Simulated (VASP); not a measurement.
# Ta: single point with PBEsol

Ta:

```xyz
2
Lattice="2.8633 0.0000 0.0000 -1.4317 2.4797 0.0000 0.0000 0.0000 5.1028" Properties=species:S:1:pos:R:3 pbc="T T T"
Ta    0.0000    1.6532    1.2757
Ta    1.4317    0.8266    3.8271
```

This isn't the form of Ta at room conditions, which is bcc.

```yaml
Program: VASP 6.6.1
Task: single point
Functional: PBEsol
Potentials_or_basis: VASP PAW PBE potentials, release 64 (Ta_pv)
Cutoff: 520 eV
k_mesh: 21 × 21 × 10
Occupations: fermi-dirac, width 0.1 eV
Spin: no spin polarisation
```

```yaml
Pressure: 0.4 GPa
Band_gap_on_the_k_mesh: zero (bands 11 and 12 overlap by 2.38 eV)
```

Stress tensor (GPa, compression positive):
```
 0.60  0.00  0.00
 0.00  0.60  0.00
 0.00  0.00 -0.14
```

Levels at points of the mesh, in eV from the Fermi level:
| k point | band 9 | band 10 | band 11 | band 12 | band 13 | band 14 |
| --- | --- | --- | --- | --- | --- | --- |
| (0.00, 0.00, 0.00) | -0.61 | 0.01 | 0.60 | 0.60 | 1.19 | 1.19 |
| (0.00, 0.00, 0.50) | -1.21 | -1.21 | 0.65 | 0.65 | 0.65 | 0.65 |

Wall time 51 s on 1 thread of Intel(R) Xeon(R) 6975P-C (Granite Rapids), with other jobs on the host, peak memory 0.27 GiB.

Caveat: the PAW data sets were made with another functional, which shifts forces and pressure a little; spin-orbit coupling is left out, which moves the levels of the heavy elements.
